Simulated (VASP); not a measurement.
CuSi16 (a cell with a defect), 17 atoms in the cell. The cell holds a defect, 17 atoms: a = 7.679 Å, b = 7.679 Å, c = 7.679 Å, α = 60.00°, β = 60.00°, γ = 60.00°. 

| Property | Result |
| --- | --- |
| Program | VASP 6.6.1 |
| Task | single point |
| Functional | PBE |
| Potentials or basis | VASP PAW PBE potentials, release 64 (Si, Cu) |
| Cutoff | 520 eV |
| k mesh | 2 × 2 × 2 |
| Occupations | fermi-dirac, width 0.05 eV |
| Spin | no spin polarisation |
| Dipole correction | no |
| Charge | 1 |
| Further INCAR settings | LREAL = Auto; ALGO = Normal; EDIFF = 1e-06; NBANDS = 52; NELECT = 74.0 |

Potentials or basis: VASP PAW PBE potentials, release 64 (Si, Cu).

Run with:

```bash
$ cat potpaw_PBE.64/Si/POTCAR potpaw_PBE.64/Cu/POTCAR > POTCAR
$ mpirun -np 1 vasp_std > vasp.out
```

Hardware: 1 thread of Intel(R) Xeon(R) 6975P-C (Granite Rapids), on a shared host.

How long does it take, and how much memory?

Wall time 3 min on 1 thread of Intel(R) Xeon(R) 6975P-C (Granite Rapids) (shared host), peak memory 0.48 GiB. Counts: scf iterations 20, k points 8.
